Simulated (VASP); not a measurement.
# SrO (Immm) in VASP: notebook, part 2 of 3

VASP 6.6.1. Earlier steps stand in the parts before.

## 3. Single point, PBEsol (strain +0.0300 x Voigt [0, 0, 0, 0, 1, 0])

Input file INCAR:

```
ALGO = Normal
EDIFF = 1E-6
ENCUT = 520
GGA = PS
ISIF = 2
ISMEAR = 0
LASPH = True
LCHARG = False
LREAL = False
LWAVE = False
NBANDS = 15
NELM = 100
PREC = Accurate
SIGMA = 0.05
```

Input file KPOINTS:

```
k-points
0
Gamma
  8 8 8
```

Input file POSCAR:

```
SrO
1.0
    0.0385470000      2.5698000000      2.5698000000
    2.6083470000      0.0000000000      2.6083470000
    2.5698000000      2.5698000000      0.0385470000
Sr O
1 1
Direct
    0.0000000000      0.0000000000      0.0000000000
    0.5000000000      0.5000000000      0.5000000000
```

Potentials or basis: VASP PAW PBE potentials, release 64 (Sr_sv, O).

On the command line:

```
cat potpaw_PBE.64/Sr_sv/POTCAR potpaw_PBE.64/O/POTCAR > POTCAR
mpirun -np 1 vasp_std > vasp.out
```

OUTCAR:

```text
EDIFF = 1E-6
   ENCUT = 520
   GGA = PS
   ISIF = 2
   ISMEAR = 0
   LASPH = True
   LREAL = False
   NELM = 100
   PREC = Accurate

 ion  position               nearest neighbor table
   1  0.000  0.000  0.000-   2 2.57   2 2.57   2 2.57   2 2.57   2 2.57   2 2.57
   2  0.500  0.500  0.500-   1 2.57   1 2.57   1 2.57   1 2.57   1 2.57   1 2.57

  LATTYP: Found a body centered orthorhombic cell.
 ALAT       =     3.5797323224
 B/A-ratio  =     1.0304568528
 C/A-ratio  =     1.4357498095

  Lattice vectors:

 A1 = (   0.0385470000,  -2.5698000000,   2.5698000000)
 A2 = (  -0.0385470000,  -2.5698000000,  -2.5698000000)
 A3 = (   2.5698000000,   2.5698000000,   0.0385470000)

Analysis of symmetry for initial positions (statically):
=====================================================================
 Subroutine PRICEL returns:
 Original cell was already a primitive cell.

 Routine SETGRP: Setting up the symmetry group for a
 body centered orthorhombic supercell.

 Subroutine GETGRP returns: Found  8 space group operations
 (whereof  8 operations were pure point group operations)
 out of a pool of  8 trial point group operations.

The static configuration has the point symmetry D_2h.

Analysis of symmetry for dynamics (positions and initial velocities):
=====================================================================
 Subroutine PRICEL returns:
 Original cell was already a primitive cell.

 Routine SETGRP: Setting up the symmetry group for a
 body centered orthorhombic supercell.

 Subroutine GETGRP returns: Found  8 space group operations
 (whereof  8 operations were pure point group operations)
 out of a pool of  8 trial point group operations.

The dynamic configuration has the point symmetry D_2h.

 Subroutine INISYM returns: Found  8 space group operations
 (whereof  8 operations are pure point group operations),
 and found     1 'primitive' translations

----------------------------------------------------------------------------------------

                                     Primitive cell

  volume of cell :      33.9336

  direct lattice vectors                    reciprocal lattice vectors
     0.038547000  2.569800000  2.569800000    -0.197530630  0.194567671  0.197530630
     2.608347000  0.000000000  2.608347000     0.191692286 -0.194567671  0.191692286
     2.569800000  2.569800000  0.038547000     0.197530630  0.194567671 -0.197530630

  length of vectors
     3.634450433  3.688759703  3.634450433     0.340431018  0.333689142  0.340431018

  position of ions in fractional coordinates (direct lattice)
     0.000000000  0.000000000  0.000000000
     0.500000000  0.500000000  0.500000000

  ion indices of the primitive-cell ions
   primitive index   ion index
                 1           1
                 2           2

----------------------------------------------------------------------------------------

 KPOINTS: k-points

Automatic generation of k-mesh.
 Grid dimensions read from file:
 generate k-points for:    8    8    8

 Generating k-lattice:

[... 41 lines left out ...]
  0.250000  0.375000 -0.000000      8.000000
 [... further k-points ...]
   k-points           NKPTS =     95   k-points in BZ     NKDIM =     95   number of bands    NBANDS=     15
   number of dos      NEDOS =    301   number of ions     NIONS =      2
   total plane-waves  NPLWV =  21952
   dimension x,y,z NGX =    28 NGY =   28 NGZ =   28
   dimension x,y,z NGXF=    56 NGYF=   56 NGZF=   56
   ions per type =               1   1
   NGX,Y,Z   is equivalent  to a cutoff of  12.81, 12.62, 12.81 a.u.
   NGXF,Y,Z  is equivalent  to a cutoff of  25.62, 25.24, 25.62 a.u.
 SYSTEM =  unknown system
   PREC   = accura    normal or accurate (medium, high low for compatibility)
   ISTART =      0    job   : 0-new  1-cont  2-samecut
   ICHARG =      2    charge: 1-file 2-atom 10-const
   ISPIN  =      1    spin polarized calculation?
   LNONCOLLINEAR =      F non collinear calculations
   LSORBIT =      F    spin-orbit coupling
   LASPH  =      T    aspherical Exc in radial PAW
   ENCUT  =  520.0 eV  38.22 Ry    6.18 a.u.   6.76  6.86  6.76*2*pi/ulx,y,z
   NELM   =    100;   NELMIN=  2; NELMDL= -5     # of ELM steps
   EDIFF  = 0.1E-05   stopping-criterion for ELM
   LREAL  =      F    real-space projection
   EDIFFG = 0.1E-04   stopping-criterion for IOM
   NSW    =      0    number of steps for IOM
   IBRION =     -1    ionic relax: 0-MD 1-quasi-New 2-CG
   NFREE  =      0    steps in history (QN), initial steepest desc. (CG)
   ISIF   =      2    stress and relaxation
   ISYM   =      2    0-nonsym 1-usesym 2-fastsym
   POTIM  = 0.5000    time-step for ionic-motion
   TEBEG  =    0.0;   TEEND  =   0.0 temperature during run
   PSTRESS=    0.0 pullay stress
   NELECT =      16.0000    total number of electrons
   NUPDOWN=      -1.0000    fix difference up-down
   EMIN   =  10.00;   EMAX   =-10.00  energy-range for DOS
   EFERMI =   0.00;   METHOD = LEGACY
   ISMEAR =     0;   SIGMA  =   0.05  broadening in eV -4-tet -1-fermi 0-gaus
   EFERMI_NEDOS =   21; number of points for ismear=-14 and -15
   IALGO  =     38    algorithm
   IMIX   =      4    mixing-type and parameters
     AMIX     =   0.40;   BMIX     =  1.00
     AMIX_MAG =   1.60;   BMIX_MAG =  1.00
  volume/ion in A,a.u.               =      16.97       114.50
  Fermi-wavevector in a.u.,A,eV,Ry     =   1.274201  2.407891 22.090272  1.623589
  Thomas-Fermi vector in A             =   2.406983
   LORBIT       =      0    0 simple, 1 ext, 2 COOP (PROOUT), +10 PAW based schemes
   GGA     = PS    functional components
   LHFCALC =     F    Hartree Fock is set to
   AEXX    =    0.0000 exact exchange contribution
   IVDW    =     0    specifies the selected vdW correction
   LEPSILON=     F    determine dielectric tensor
   LRPA    =     F    only Hartree local field effects (RPA)
 non-spin polarized calculation
 Gauss-broadening in eV      SIGMA  =   0.05
  energy-cutoff  :      520.00
  volume of cell :       33.93
 maximum number of plane-waves:       925
   NGX = 13   NGY = 13   NGZ = 13

 number of electron      15.9999997 magnetization

 Free energy of the ion-electron system (eV)
  ---------------------------------------------------
  ext. energy  EPLUGINS =         0.00000000
  ---------------------------------------------------
  free energy    TOTEN  =       -12.63449826 eV

  energy without entropy =      -12.63449826  energy(sigma->0) =      -12.63449826

 E-fermi :   1.8713     XC(G=0): -10.2855

 val. band max:        1.5333014625   @ k =   0.0000   0.0000   0.0000
 cond. band min:       4.6490930053   @ k =   0.5000   0.0000   0.5000
 fundamental gap:      3.1157915428
 Fermi energy:         1.8712659015

 k-point     1 :       0.0000    0.0000    0.0000
  band No.  band energies     occupation
      1     -30.7394      2.00000
      2     -13.5019      2.00000
      3     -12.3985      2.00000
      4     -12.3904      2.00000
      5     -12.3793      2.00000
      6       1.4684      2.00000
      7       1.4973      2.00000
      8       1.5333      2.00000
      9       5.3248      0.00000
     10       7.4725      0.00000
     11       7.6566      0.00000
     12       7.8548      0.00000
     13       9.8675      0.00000
     14       9.8685      0.00000
[... 401 lines left out ...]
      2     -14.3707      2.00000
      3     -12.6966      2.00000
      4     -12.6280      2.00000
      5     -11.9171      2.00000
      6       0.2216      2.00000
      7       1.0918      2.00000
      8       1.2066      2.00000
      9       5.7242      0.00000
     10       8.2872      0.00000
     11      10.5559      0.00000
     12      10.7830      0.00000
     13      11.4779      0.00000
     14      12.4562      0.00000
     15      17.3106      0.00000

 [... further k-points ...]

------------------------ aborting loop because EDIFF is reached ----------------------------------------

  FORCE on cell =-STRESS in cart. coord.  units (eV):
  Direction    XX          YY          ZZ          XY          YZ          ZX
  --------------------------------------------------------------------------------------
  -------------------------------------------------------------------------------------
  Total       -0.0638343     -0.0766784     -0.0638343      0.0000000      0.0000000     -0.3487076
  in kB       -3.0139406     -3.6203725     -3.0139406      0.0000000      0.0000000    -16.4642437
  external PRESSURE =      -3.2160846 kB  Pullay stress =       0.0000000 kB

 VOLUME and BASIS-vectors are now :
 -----------------------------------------------------------------------------
  energy-cutoff  :      520.00
  volume of cell :       33.93
      direct lattice vectors                 reciprocal lattice vectors
     0.038547000  2.569800000  2.569800000    -0.197530630  0.194567671  0.197530630
     2.608347000  0.000000000  2.608347000     0.191692286 -0.194567671  0.191692286
     2.569800000  2.569800000  0.038547000     0.197530630  0.194567671 -0.197530630

 POSITION                                       TOTAL-FORCE (eV/Angst)
 -----------------------------------------------------------------------------------
      0.00000      0.00000      0.00000        -0.000000     -0.000000      0.000000
      2.60835      2.56980      2.60835         0.000000      0.000000     -0.000000
 -----------------------------------------------------------------------------------
    total drift:                                0.000000      0.000000      0.000000

  FREE ENERGIE OF THE ION-ELECTRON SYSTEM (eV)
  ---------------------------------------------------
  free  energy   TOTEN  =       -12.6344982568 eV

  energy  without entropy=      -12.6344982568  energy(sigma->0) =      -12.63449826
```

stdout:

```text
POSCAR found type information on POSCAR SrO
 POSCAR found :  2 types and       2 ions
 scaLAPACK will be used
 -----------------------------------------------------------------------------
|                                                                             |
|                                                                             |
|     You enforced a specific xc type in the INCAR file but a different       |
|     I HOPE YOU KNOW WHAT YOU ARE DOING!                                     |
|                                                                             |
 -----------------------------------------------------------------------------

 LDA part: xc-table for (Slater+PW92), standard interpolation
 POSCAR, INCAR and KPOINTS ok, starting setup
 FFT: planning ... GRIDC
 FFT: planning ... GRID_SOFT
 FFT: planning ... GRID
 WAVECAR not read
 entering main loop
```

Run time: 39 s. Hardware: 1 thread of Intel Xeon Platinum 8259CL at 2.50GHz (Skylake/Cascade Lake), shared host; peak memory 0.19 GiB.

What came out:

```yaml
Free_energy: -12.6345 eV
Pressure: -0.3 GPa
Band_gap_on_the_k_mesh: 3.12 eV, indirect (least direct gap 3.20 eV)
```

Stress tensor (GPa, compression positive):
```
-0.30  0.00 -1.65
 0.00 -0.36  0.00
-1.65  0.00 -0.30
```

Caveat: the cell differs from its parent crystal (strain +0.0300 x Voigt [0, 0, 0, 0, 1, 0]); the PAW data sets were made with another functional, which shifts forces and pressure a little. A k mesh can miss the band edges.

## 4. Single point, PBEsol (strain -0.0200 x Voigt [0, 0, 0, 0, 1, 0])

Input file INCAR:

```
  ALGO = Normal
  EDIFF = 1E-7
  ENCUT = 520
  GGA = PS
  ISIF = 2
  ISMEAR = 0
  LASPH = True
  LCHARG = False
  LREAL = False
  LWAVE = False
  NBANDS = 15
  NELM = 100
  PREC = Accurate
  SIGMA = 0.05
```

KPOINTS is that of step 3.

Input file POSCAR:

```
SrO
1.0
   -0.0256980000      2.5698000000      2.5698000000
    2.5441020000      0.0000000000      2.5441020000
    2.5698000000      2.5698000000     -0.0256980000
Sr O
1 1
Direct
    0.0000000000      0.0000000000      0.0000000000
    0.5000000000      0.5000000000      0.5000000000
```

Potentials or basis: VASP PAW PBE potentials, release 64 (Sr_sv, O).

On the command line:

```
cat potpaw_PBE.64/Sr_sv/POTCAR potpaw_PBE.64/O/POTCAR > POTCAR
mpirun -np 1 vasp_std > vasp.out
```

OUTCAR:

```text
EDIFF = 1E-7
   ENCUT = 520
   GGA = PS
   ISIF = 2
   ISMEAR = 0
   LASPH = True
   LREAL = False
   NELM = 100
   PREC = Accurate

 ion  position               nearest neighbor table
   1  0.000  0.000  0.000-   2 2.57   2 2.57   2 2.57   2 2.57   2 2.57   2 2.57
   2  0.500  0.500  0.500-   1 2.57   1 2.57   1 2.57   1 2.57   1 2.57   1 2.57

  LATTYP: Found a body centered orthorhombic cell.
 ALAT       =     3.5979035525
 B/A-ratio  =     1.0202020202
 C/A-ratio  =     1.4284985479

  Lattice vectors:

 A1 = (   2.5698000000,  -2.5698000000,  -0.0256980000)
 A2 = (  -2.5698000000,  -2.5698000000,   0.0256980000)
 A3 = (   0.0256980000,   2.5698000000,  -2.5698000000)

Analysis of symmetry for initial positions (statically):
=====================================================================
 Subroutine PRICEL returns:
 Original cell was already a primitive cell.

 Routine SETGRP: Setting up the symmetry group for a
 body centered orthorhombic supercell.

 Subroutine GETGRP returns: Found  8 space group operations
 (whereof  8 operations were pure point group operations)
 out of a pool of  8 trial point group operations.

[... 177 lines left out ...]
      7       1.4961      2.00000
      8       1.5194      2.00000
      9       5.3265      0.00000
     10       7.5344      0.00000
     11       7.6587      0.00000
     12       7.7892      0.00000
     13       9.8624      0.00000
     14       9.8628      0.00000
[... 401 lines left out ...]
      2     -14.3727      2.00000
      3     -12.6605      2.00000
      4     -12.6345      2.00000
      5     -11.9683      2.00000
      6       0.1949      2.00000
      7       1.0720      2.00000
      8       1.1880      2.00000
      9       5.6805      0.00000
     10       8.3395      0.00000
     11      10.6564      0.00000
     12      10.8546      0.00000
     13      11.4969      0.00000
     14      12.3758      0.00000
     15      17.5077      0.00000

 [... further k-points ...]

------------------------ aborting loop because EDIFF is reached ----------------------------------------

  FORCE on cell =-STRESS in cart. coord.  units (eV):
  Direction    XX          YY          ZZ          XY          YZ          ZX
  --------------------------------------------------------------------------------------
  -------------------------------------------------------------------------------------
  Total       -0.0648631     -0.0705746     -0.0648631      0.0000000      0.0000000      0.2323446
  in kB       -3.0621319     -3.3317649     -3.0621319      0.0000000      0.0000000     10.9687855
  external PRESSURE =      -3.1520095 kB  Pullay stress =       0.0000000 kB

 VOLUME and BASIS-vectors are now :
 -----------------------------------------------------------------------------
  energy-cutoff  :      520.00
  volume of cell :       33.94
      direct lattice vectors                 reciprocal lattice vectors
    -0.025698000  2.569800000  2.569800000    -0.192641258  0.194567671  0.192641258
     2.544102000  0.000000000  2.544102000     0.196533001 -0.194567671  0.196533001
     2.569800000  2.569800000 -0.025698000     0.192641258  0.194567671 -0.192641258

 POSITION                                       TOTAL-FORCE (eV/Angst)
 -----------------------------------------------------------------------------------
      0.00000      0.00000      0.00000        -0.000000      0.000000     -0.000000
      2.54410      2.56980      2.54410         0.000000     -0.000000      0.000000
 -----------------------------------------------------------------------------------
    total drift:                                0.000000      0.000000      0.000000

  FREE ENERGIE OF THE ION-ELECTRON SYSTEM (eV)
  ---------------------------------------------------
  free  energy   TOTEN  =       -12.6374001103 eV

  energy  without entropy=      -12.6374001103  energy(sigma->0) =      -12.63740011
```

OSZICAR:

```text
N       E                     dE             d eps       ncg     rms          rms(c)
DAV:   1     0.675677072288E+02    0.67568E+02   -0.83967E+03  2850   0.104E+03
DAV:   2    -0.114320014321E+02   -0.79000E+02   -0.72781E+02  3932   0.222E+02
DAV:   3    -0.145499697044E+02   -0.31180E+01   -0.31032E+01  3783   0.395E+01
DAV:   4    -0.146116184841E+02   -0.61649E-01   -0.61644E-01  3591   0.534E+00
DAV:   5    -0.146128789369E+02   -0.12605E-02   -0.12604E-02  3608   0.585E-01    0.171E+01
DAV:   6    -0.128107206351E+02    0.18022E+01   -0.57179E+00  2934   0.183E+01    0.199E+01
DAV:   7    -0.126634056609E+02    0.14731E+00   -0.29041E-01  3452   0.473E+00    0.117E+01
DAV:   8    -0.126363490604E+02    0.27057E-01   -0.12332E-01  3746   0.342E+00    0.404E-01
DAV:   9    -0.126372199091E+02   -0.87085E-03   -0.59996E-03  3629   0.472E-01    0.230E-01
DAV:  10    -0.126373125019E+02   -0.92593E-04   -0.26225E-04  3305   0.163E-01    0.892E-02
DAV:  11    -0.126373913670E+02   -0.78865E-04   -0.91449E-05  3306   0.750E-02    0.253E-02
DAV:  12    -0.126374003607E+02   -0.89937E-05   -0.12106E-05  3123   0.298E-02    0.115E-02
DAV:  13    -0.126374003654E+02   -0.46846E-08   -0.13758E-06  3361   0.915E-03    0.278E-03
DAV:  14    -0.126374000996E+02    0.26579E-06   -0.81468E-08  3191   0.242E-03    0.697E-04
DAV:  15    -0.126374001103E+02   -0.10656E-07   -0.60627E-09  1544   0.689E-04
   1 F= -.12637400E+02 E0= -.12637400E+02  d E =-.738919E-25
```

stdout:

```text
POSCAR found type information on POSCAR SrO
 POSCAR found :  2 types and       2 ions
 scaLAPACK will be used
 -----------------------------------------------------------------------------
|                                                                             |
|                                                                             |
|     You enforced a specific xc type in the INCAR file but a different       |
|     I HOPE YOU KNOW WHAT YOU ARE DOING!                                     |
|                                                                             |
 -----------------------------------------------------------------------------

 LDA part: xc-table for (Slater+PW92), standard interpolation
 POSCAR, INCAR and KPOINTS ok, starting setup
 FFT: planning ... GRIDC
 FFT: planning ... GRID_SOFT
 FFT: planning ... GRID
 WAVECAR not read
 entering main loop
```

Wall time 44 s (1 thread of Intel Xeon Platinum 8259CL at 2.50GHz (Skylake/Cascade Lake), shared host); peak memory 0.18 GiB.

Results:

```
Free energy            : -12.6374 eV
Pressure               : -0.3 GPa
Band gap on the k mesh : 3.13 eV, indirect (least direct gap 3.21 eV)
```

Caveat: the cell differs from its parent crystal (strain -0.0200 x Voigt [0, 0, 0, 0, 1, 0]); the PAW data sets were made with another functional, which shifts forces and pressure a little.

[end of part 2 of 3]
